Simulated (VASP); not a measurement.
# WSe2: single point with PBEsol

Crystal: WSe2.

```
CELL_PARAMETERS angstrom
3.31534 0.00000 0.00000
-1.65767 2.87117 0.00000
0.00000 0.00000 6.51920
ATOMIC_POSITIONS crystal
W 0.00000 0.00000 0.00000
Se 0.33333 0.66667 0.25717
Se 0.66667 0.33333 0.74283
```

| Property | Result |
| --- | --- |
| Program | VASP 6.6.1 |
| Task | single point |
| Functional | PBEsol |
| Potentials or basis | VASP PAW PBE potentials, release 64 (W_sv, Se) |
| Cutoff | 520 eV |
| k mesh | 6 × 6 × 4 |
| Occupations | fermi-dirac, width 0.02 eV |
| Spin | no spin polarisation |

```
Pressure               : -1.2 GPa
Largest force          : 0.101 eV/Å
Band gap on the k mesh : zero (band 13 reaches 7.14 eV, above the bottom of band 14 at 6.35 eV)
```

Forces in eV/Å, atoms in the order of the input:
```
W    0.000  0.000  0.000
Se   0.000  0.000  0.101
Se   0.000  0.000 -0.101
```

Stress tensor (GPa, compression positive):
```
-2.48  0.00  0.00
 0.00 -2.48  0.00
 0.00  0.00  1.29
```

Levels at points of the mesh, in eV from the Fermi level:
```
           k point  band 9  band 10  band 11  band 12  band 13  band 14  band 15  band 16  band 17  band 18
(0.00, 0.00, 0.00)   -3.59    -1.84    -1.55    -0.75    -0.75     0.13     0.13     3.36     3.36     4.50
(0.50, 0.00, 0.00)   -4.89    -3.80    -3.65    -1.98    -1.73     1.35     1.80     2.87     3.87     4.82
(0.00, 0.00, 0.50)   -3.57    -3.57    -0.76    -0.76    -0.42     0.01     0.01     3.62     3.62     5.68
(0.50, 0.00, 0.50)   -4.91    -3.90    -2.57    -2.43    -1.46     1.35     1.95     3.32     3.53     3.90
```

Run time: 55 s on 1 thread of Intel Xeon 8259CL, with other jobs on the host, peak memory 0.2 GiB.

Caveat: the k points lie up to 0.36 Å⁻¹ apart; the PAW data sets were made with another functional, which shifts forces and pressure a little; spin-orbit coupling is left out, which moves the levels of the heavy elements; this functional lacks dispersion, which binds the layers, so the pressure and a relaxed spacing across them are unreliable.
